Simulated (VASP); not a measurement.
# LaB3Ir (I4mm) in VASP: further runs

The runs below take LaB3Ir through single point, with PBE.

Everything below comes from runs of VASP 6.6.1. Logs are shortened: lines on timing, memory, paths and dates and some standing lists are left out, and cuts for length are marked.

## 1. The cell of the first run

Symmetry: I4mm, No. 107, tetragonal system. The conventional cell has a = 3.509 Å, b = 3.509 Å, c = 10.807 Å, α = 90.00°, β = 90.00°, γ = 90.00°. La (site symmetry 4mm) has 12 B at 2.81 to 3.66 Å and 5 Ir at 3.20 to 3.39 Å and 4 La at 3.51 Å within 3.7 Å. Within 2.5 Å of B (site symmetry 2mm) lie 6 B at 1.90 to 2.48 Å and 2 Ir at 2.12 Å. B (site symmetry 4mm) has 4 B at 1.90 Å within 2.5 Å. Within 2.8 Å of Ir (site symmetry 4mm) lie 4 B at 2.12 Å.

## 2. Single point, PBE

Contents of INCAR:

```
PREC = Accurate
ENCUT = 500
EDIFF = 1E-6
ISMEAR = -1
SIGMA = 0.0804
LREAL = F
LASPH = T
NELM = 200
ALGO = Normal
ISIF = 2
LWAVE = F
LCHARG = F
GGA = PE
NBANDS = 26
GGA_COMPAT = F
LMAXMIX = 6
```

Contents of KPOINTS:

```
Automatic mesh
0
Gamma
  7 7 7
```

Contents of POSCAR:

```
LaB3Ir
1.0
    0.0000000000      3.5085845348      0.0000000000
    3.5085845348      0.0000000000      0.0000000000
    1.7542922674      1.7542922674     -5.4032920967
La B Ir
1 3 1
Direct
   -0.0110287494     -0.0110287494      0.0220574988
    0.7859157515      0.2859157515      0.4281684971
    0.2859157515      0.7859157515      0.4281684971
    0.3533684293      0.3533684293      0.2932631415
    0.6753288172      0.6753288172      0.6493423656
```

Potentials or basis: VASP PAW PBE potentials, release 64 (La, B, Ir_sv_GW).

Command:

```console
$ cat potpaw_PBE.64/La/POTCAR potpaw_PBE.64/B/POTCAR potpaw_PBE.64/Ir_sv_GW/POTCAR > POTCAR
$ mpirun -np 1 vasp_std > vasp.out
```

OUTCAR:

```text
PREC = Accurate
   ENCUT = 500
   EDIFF = 1E-6
   ISMEAR = -1
   LREAL = F
   LASPH = T
   NELM = 200
   ISIF = 2
   GGA = PE

 ion  position               nearest neighbor table
   1  0.989  0.989  0.022-   2 2.81   3 2.81   2 2.81   3 2.81   4 2.88   4 2.88   4 2.88   4 2.88
                             5 3.20   5 3.20   5 3.20   5 3.20   5 3.39
   2  0.786  0.286  0.428-   4 1.90   4 1.90   5 2.12   5 2.12   1 2.81   1 2.81
   3  0.286  0.786  0.428-   4 1.90   4 1.90   5 2.12   5 2.12   1 2.81   1 2.81
   4  0.353  0.353  0.293-   3 1.90   2 1.90   2 1.90   3 1.90   1 2.88   1 2.88   1 2.88   1 2.88

   5  0.675  0.675  0.649-   2 2.12   3 2.12   3 2.12   2 2.12   1 3.20   1 3.20   1 3.20   1 3.20
                             1 3.39

  LATTYP: Found a body centered tetragonal cell.
 ALAT       =     3.5085845348
 C/A-ratio  =     3.0800409927

  Lattice vectors:

 A1 = (  -1.7542922674,   1.7542922674,   5.4032920967)
 A2 = (   1.7542922674,  -1.7542922674,   5.4032920967)
 A3 = (   1.7542922674,   1.7542922674,  -5.4032920967)

Analysis of symmetry for initial positions (statically):
=====================================================================
 Subroutine PRICEL returns:
 Original cell was already a primitive cell.

 Routine SETGRP: Setting up the symmetry group for a
 body centered tetragonal supercell.

 Subroutine GETGRP returns: Found  8 space group operations
 (whereof  8 operations were pure point group operations)
 out of a pool of 16 trial point group operations.

The static configuration has the point symmetry C_4v.

Analysis of symmetry for dynamics (positions and initial velocities):
=====================================================================
 Subroutine PRICEL returns:
 Original cell was already a primitive cell.

 Routine SETGRP: Setting up the symmetry group for a
 body centered tetragonal supercell.

 Subroutine GETGRP returns: Found  8 space group operations
 (whereof  8 operations were pure point group operations)
 out of a pool of 16 trial point group operations.

The dynamic configuration has the point symmetry C_4v.

 Subroutine INISYM returns: Found  8 space group operations
 (whereof  8 operations are pure point group operations),
 and found     1 'primitive' translations

----------------------------------------------------------------------------------------

                                     Primitive cell

  volume of cell :      66.5154

  direct lattice vectors                    reciprocal lattice vectors
     0.000000000  3.508584535  0.000000000     0.000000000  0.285015222  0.092536178
     3.508584535  0.000000000  0.000000000     0.285015222  0.000000000  0.092536178
     1.754292267  1.754292267 -5.403292097     0.000000000  0.000000000 -0.185072356

  length of vectors
     3.508584535  3.508584535  5.945641109     0.299660843  0.299660843  0.185072356

  position of ions in fractional coordinates (direct lattice)
     0.988971251  0.988971251  0.022057499
     0.785915751  0.285915751  0.428168497
     0.285915751  0.785915751  0.428168497
     0.353368429  0.353368429  0.293263141
     0.675328817  0.675328817  0.649342366

  ion indices of the primitive-cell ions
   primitive index   ion index
                 1           1
                 2           2
                 3           3
                 4           4
                 5           5

----------------------------------------------------------------------------------------

 KPOINTS: Automatic mesh

Automatic generation of k-mesh.
 Grid dimensions read from file:
 generate k-points for:    7    7    7

 Generating k-lattice:

  Cartesian coordinates                     Fractional coordinates (reciprocal lattice)
     0.000000000  0.040716460  0.013219454     0.142857143  0.000000000  0.000000000
     0.040716460  0.000000000  0.013219454     0.000000000  0.142857143  0.000000000
     0.000000000  0.000000000 -0.026438908     0.000000000  0.000000000  0.142857143

  Length of vectors
     0.042808692  0.042808692  0.026438908

  Shift w.r.t. Gamma in fractional coordinates (k-lattice)
     0.000000000  0.000000000  0.000000000

 Subroutine IBZKPT returns following result:
 ===========================================

 Found     40 irreducible k-points:

 Following reciprocal coordinates:
            Coordinates               Weight
  0.000000  0.000000  0.000000      1.000000
  0.142857  0.000000 -0.000000      8.000000
  0.285714  0.000000 -0.000000      8.000000
  0.428571  0.000000 -0.000000      8.000000
  0.142857  0.142857 -0.000000      8.000000
  0.285714  0.142857 -0.000000     16.000000
[... 16 lines left out ...]
  0.285714  0.285714  0.142857      8.000000
  0.428571  0.285714  0.142857     16.000000
 [... further k-points ...]
   k-points           NKPTS =     40   k-points in BZ     NKDIM =     40   number of bands    NBANDS=     26
   number of dos      NEDOS =    301   number of ions     NIONS =      5
   total plane-waves  NPLWV =  37632
   dimension x,y,z NGX =    28 NGY =   28 NGZ =   48
   dimension x,y,z NGXF=    56 NGYF=   56 NGZF=   96
   ions per type =               1   3   1
   NGX,Y,Z   is equivalent  to a cutoff of  13.27, 13.27, 13.42 a.u.
   NGXF,Y,Z  is equivalent  to a cutoff of  26.53, 26.53, 26.84 a.u.
 SYSTEM =  unknown system
   PREC   = accura    normal or accurate (medium, high low for compatibility)
   ISTART =      0    job   : 0-new  1-cont  2-samecut
   ICHARG =      2    charge: 1-file 2-atom 10-const
   ISPIN  =      1    spin polarized calculation?
   LNONCOLLINEAR =      F non collinear calculations
   LSORBIT =      F    spin-orbit coupling
   LASPH  =      T    aspherical Exc in radial PAW
   ENCUT  =  500.0 eV  36.75 Ry    6.06 a.u.   6.40  6.40 10.84*2*pi/ulx,y,z
   NELM   =    200;   NELMIN=  2; NELMDL= -5     # of ELM steps
   EDIFF  = 0.1E-05   stopping-criterion for ELM
   LREAL  =      F    real-space projection
   EDIFFG = 0.1E-04   stopping-criterion for IOM
   NSW    =      0    number of steps for IOM
   IBRION =     -1    ionic relax: 0-MD 1-quasi-New 2-CG
   NFREE  =      0    steps in history (QN), initial steepest desc. (CG)
   ISIF   =      2    stress and relaxation
   ISYM   =      2    0-nonsym 1-usesym 2-fastsym
   POTIM  = 0.5000    time-step for ionic-motion
   TEBEG  =    0.0;   TEEND  =   0.0 temperature during run
   PSTRESS=    0.0 pullay stress
   NELECT =      37.0000    total number of electrons
   NUPDOWN=      -1.0000    fix difference up-down
   EMIN   =  10.00;   EMAX   =-10.00  energy-range for DOS
   EFERMI =   0.00;   METHOD = LEGACY
   ISMEAR =    -1;   SIGMA  =   0.08  broadening in eV -4-tet -1-fermi 0-gaus
   EFERMI_NEDOS =   21; number of points for ismear=-14 and -15
   IALGO  =     38    algorithm
   IMIX   =      4    mixing-type and parameters
     AMIX     =   0.40;   BMIX     =  1.00
     AMIX_MAG =   1.60;   BMIX_MAG =  1.00
  volume/ion in A,a.u.               =      13.30        89.77
  Fermi-wavevector in a.u.,A,eV,Ry     =   1.346381  2.544291 24.663848  1.812742
  Thomas-Fermi vector in A             =   2.474218
   LORBIT       =      0    0 simple, 1 ext, 2 COOP (PROOUT), +10 PAW based schemes
   GGA     = PE    functional components
   LHFCALC =     F    Hartree Fock is set to
   AEXX    =    0.0000 exact exchange contribution
   IVDW    =     0    specifies the selected vdW correction
   LEPSILON=     F    determine dielectric tensor
   LRPA    =     F    only Hartree local field effects (RPA)
 non-spin polarized calculation
  energy-cutoff  :      500.00
  volume of cell :       66.52
 maximum number of plane-waves:      1704
 NGX is ok and might be reduce to    28
   NGX = 13   NGY = 13   NGZ = 21

 number of electron      37.0000001 magnetization

 Free energy of the ion-electron system (eV)
  ---------------------------------------------------
  ext. energy  EPLUGINS =         0.00000000
  ---------------------------------------------------
  free energy    TOTEN  =       -34.65802765 eV

  energy without entropy =      -34.61593013  energy(sigma->0) =      -34.63697889

 E-fermi :   8.9758     XC(G=0): -11.7806

 val. band max:        8.9711388859   @ k =   0.4286   0.4286   0.1429
 cond. band min:       9.0261973082   @ k =  -0.1429  -0.1429   0.2857
 fundamental gap:      0.0550584223
 Fermi energy:         8.9758091930

 k-point     1 :       0.0000    0.0000    0.0000
  band No.  band energies     occupation
      1     -82.7010      2.00000
      2     -39.7100      2.00000
      3     -39.5719      2.00000
      4     -39.5719      2.00000
      5     -22.9329      2.00000
      6      -7.2127      2.00000
[... 18 lines left out ...]
     25      12.2535      0.00000
     26      12.2573      0.00000

 k-point     2 :       0.1429    0.0000   -0.0000
  band No.  band energies     occupation
      1     -82.7010      2.00000
      2     -39.7096      2.00000
      3     -39.5769      2.00000
      4     -39.5717      2.00000
      5     -22.9049      2.00000
      6      -7.1738      2.00000
[... 18 lines left out ...]
     25      12.2609      0.00000
     26      12.3266      0.00000

 k-point     3 :       0.2857    0.0000   -0.0000
  band No.  band energies     occupation
      1     -82.7008      2.00000
      2     -39.7091      2.00000
      3     -39.5877      2.00000
      4     -39.5710      2.00000
      5     -22.8409      2.00000
      6      -7.2036      2.00000
[... 18 lines left out ...]
     25      12.2828      0.00000
     26      12.2991      0.00000

 k-point     4 :       0.4286    0.0000   -0.0000
  band No.  band energies     occupation
      1     -82.7006      2.00000
      2     -39.7084      2.00000
      3     -39.5962      2.00000
      4     -39.5705      2.00000
      5     -22.7885      2.00000
      6      -7.6103      2.00000
[... 18 lines left out ...]
     25      12.3223      0.00000
     26      12.3379      0.00000
[... 496 lines left out ...]
      1     -82.7011      2.00000
      2     -39.7097      2.00000
      3     -39.5769      2.00000
      4     -39.5719      2.00000
      5     -22.9039      2.00000
      6      -7.2402      2.00000
[... 18 lines left out ...]
     25      12.2383      0.00000
     26      12.2613      0.00000

 k-point    23 :       0.2857    0.2857    0.1429
  band No.  band energies     occupation
      1     -82.7005      2.00000
      2     -39.7081      2.00000
      3     -39.5867      2.00000
      4     -39.5862      2.00000
      5     -22.7524      2.00000
      6      -7.0774      2.00000
[... 18 lines left out ...]
     25      12.2061      0.00000
     26      12.2302      0.00000

 k-point    24 :       0.4286    0.2857    0.1429
  band No.  band energies     occupation
      1     -82.7003      2.00000
      2     -39.7075      2.00000
      3     -39.5949      2.00000
      4     -39.5857      2.00000
      5     -22.7018      2.00000
      6      -7.4285      2.00000
[... 18 lines left out ...]
     25      12.2741      0.00000
     26      12.3618      0.00000

 [... further k-points ...]
[... 5 lines left out ...]
  --------------------------------------------------------------------------------------
  -------------------------------------------------------------------------------------
  Total       -0.3269403     -0.3269403     -0.3434865      0.0000000      0.0000000     -0.0000000
  in kB       -7.8751122     -7.8751122     -8.2736636      0.0000000      0.0000000     -0.0000000
  external PRESSURE =      -8.0079627 kB  Pullay stress =       0.0000000 kB

 VOLUME and BASIS-vectors are now :
 -----------------------------------------------------------------------------
  energy-cutoff  :      500.00
  volume of cell :       66.52
      direct lattice vectors                 reciprocal lattice vectors
     0.000000000  3.508584535  0.000000000     0.000000000  0.285015222  0.092536178
     3.508584535  0.000000000  0.000000000     0.285015222  0.000000000  0.092536178
     1.754292267  1.754292267 -5.403292097     0.000000000  0.000000000 -0.185072356

 POSITION                                       TOTAL-FORCE (eV/Angst)
 -----------------------------------------------------------------------------------
      3.50858      3.50858     -0.11918        -0.000000     -0.000000     -0.004881
      1.75429      3.50858     -2.31352        -0.000000     -0.000000      0.001669
      3.50858      1.75429     -2.31352        -0.000000     -0.000000      0.001669
      1.75429      1.75429     -1.58459         0.000000      0.000000      0.005372
      3.50858      3.50858     -3.50859        -0.000000     -0.000000     -0.003829
 -----------------------------------------------------------------------------------
    total drift:                               -0.000011     -0.000011     -0.000359

  FREE ENERGIE OF THE ION-ELECTRON SYSTEM (eV)
  ---------------------------------------------------
  free  energy   TOTEN  =       -34.6580276522 eV

  energy  without entropy=      -34.6159301321  energy(sigma->0) =      -34.63697889
```

Wall time 59 s (1 thread of Intel Xeon 6975P-C (Granite Rapids), shared host); peak memory 0.24 GiB.

What came out:

| Quantity | Value |
| --- | --- |
| Free energy | -34.6580 eV |
| Pressure | -0.8 GPa |
| Largest force | 0.005 eV/Å |
| Band gap on the k mesh | zero (an odd number of electrons rules out a gap without spin polarisation) |

Forces on the atoms (eV/Å):
```
La   0.000  0.000 -0.005
B    0.000  0.000  0.002
B    0.000  0.000  0.002
B    0.000  0.000  0.005
Ir   0.000  0.000 -0.004
```

Levels at points of the mesh, in eV from the Fermi level:
| k point | band 16 | band 17 | band 18 | band 19 | band 20 | band 21 | band 22 | band 23 |
| --- | --- | --- | --- | --- | --- | --- | --- | --- |
| (0.00, 0.00, 0.00) | -1.97 | -1.48 | -1.41 | -1.41 | 2.28 | 2.72 | 2.72 | 2.77 |

Caveat: spin-orbit coupling is left out, which moves the levels of the heavy elements.

## 3. Single point, PBE

This run uses another cell than the first one, of 12.94 Å³/atom.

Contents of INCAR:

```
SYSTEM = LaB3Ir
  PREC = Accurate
  ENCUT = 520
  EDIFF = 1E-6
  ISMEAR = -1
  SIGMA = 0.0804
  LREAL = .FALSE.
  LASPH = .TRUE.
  NELM = 80
  ALGO = Normal
  ISIF = 2
  LWAVE = .FALSE.
  LCHARG = .TRUE.
  GGA = PE
  LELF = .TRUE.
  LVHAR = .TRUE.
  NBANDS = 22
```

Contents of KPOINTS:

```
regular mesh
0
G
  10 10 10
  0 0 0
```

Contents of POSCAR:

```
LaB3Ir
1.0
    0.0000000000      3.8328880000      0.0000000000
    3.8328880000      0.0000000000      0.0000000000
    1.9164440000      1.9164440000     -4.4036100000
La B Ir
1 3 1
Direct
    0.0000000000      0.0000000000      0.0000000000
    0.7615000000      0.2615000000      0.4770000000
    0.2615000000      0.7615000000      0.4770000000
    0.4112000000      0.4112000000      0.1776000000
    0.6553000000      0.6553000000      0.6894000000
```

Potentials or basis: VASP PAW PBE potentials, release 64 (La, B, Ir).

Command:

```console
$ cat potpaw_PBE.64/La/POTCAR potpaw_PBE.64/B/POTCAR potpaw_PBE.64/Ir/POTCAR > POTCAR
$ mpirun -np 1 vasp_std > vasp.out
```

Run time: 4.5 min. Hardware: 1 thread of AMD EPYC 7R43 (Zen 3), shared host; peak memory 0.29 GiB.

The run converged. Its results:

| Item | Value |
| --- | --- |
| Free energy | -33.4148 eV |
| Pressure | 8.5 GPa |
| Largest force | 1.268 eV/Å |
| Band gap on the k mesh | zero (an odd number of electrons rules out a gap without spin polarisation) |

Forces in eV/Å, atoms in the order of the input:
```
La   0.000  0.000 -0.154
B    0.000  0.000  0.875
B    0.000  0.000  0.875
B    0.000  0.000 -1.268
Ir   0.000  0.000 -0.328
```

Stress tensor (GPa, compression positive):
```
9.01 0.00 0.00
0.00 9.01 0.00
0.00 0.00 7.56
```

Levels at points of the mesh, in eV from the Fermi level:
```csv
k point,band 10,band 11,band 12,band 13,band 14,band 15,band 16,band 17,band 18,band 19
"(0.00, 0.00, 0.00)",-2.76,-2.75,-1.92,-1.31,-0.35,-0.35,1.50,1.50,3.83,3.96
"(0.50, 0.00, 0.00)",-3.77,-3.49,-1.96,-1.44,-0.92,0.15,1.38,1.77,3.54,3.91
"(0.50, 0.50, 0.00)",-3.33,-2.38,-2.21,-1.84,-1.72,-0.56,-0.37,3.39,3.77,3.82
"(0.00, 0.00, 0.50)",-4.48,-2.70,-1.04,-1.04,-0.67,2.39,2.39,2.54,2.95,3.12
```

Caveat: the cell stands under pressure; spin-orbit coupling is left out, which moves the levels of the heavy elements; forces of over 1 eV/Å act on the atoms, so gaps and moduli don't describe the material at rest.
